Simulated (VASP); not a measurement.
Crystal: TiAl3.

```
CELL_PARAMETERS angstrom
-1.91111 1.91111 4.28067
1.91111 -1.91111 4.28067
1.91111 1.91111 -4.28067
ATOMIC_POSITIONS crystal
Ti 0.00000 0.00000 0.00000
Al 0.50000 0.50000 0.00000
Al 0.75000 0.25000 0.50000
Al 0.25000 0.75000 0.50000
```

* Program: VASP 6.6.1
* Task: relaxation of cell and atoms
* Functional: revPBE
* Dispersion: D3(BJ)
* Potentials or basis: VASP PAW PBE potentials, release 64 (Ti_sv, Al)
* Cutoff: 500 eV
* k mesh: 9 × 9 × 9
* Occupations: methfessel-paxton, width 0.1 eV
* Spin: no spin polarisation

At the start: pressure -4.9 GPa; volume 15.63 Å³/atom.

Q: Where does the relaxation end?

A: Over 7 steps the energy falls by 10.8 meV/atom and the volume is 14.95 Å³/atom (-4.4 %); space group I4/mmm (No. 139, to 0.1 Å) before and after.

The path:
```csv
step,energy change (eV),largest force (eV/Å),pressure (GPa),volume (Å³)
1,0.0000,0.0000,-4.87,62.54
2,-0.0287,0.0000,3.18,58.33
3,-0.0430,0.0000,0.01,59.82
4,-0.0430,0.0000,-0.10,59.87
5,-0.0431,0.0000,-0.10,59.87
6,-0.0431,0.0000,-0.10,59.87
7,-0.0431,0.0000,0.05,59.79
```

Final structure:
```
Ti Al
1.0
    -1.88376    1.88376    4.21225
     1.88376   -1.88376    4.21225
     1.88376    1.88376   -4.21225
Ti Al
1 3
Direct
  0.00000 0.00000 0.00000
  0.50000 0.50000 0.00000
  0.75000 0.25000 0.50000
  0.25000 0.75000 0.50000
```

Caveat: the PAW data sets were made with another functional, which shifts forces and pressure a little.
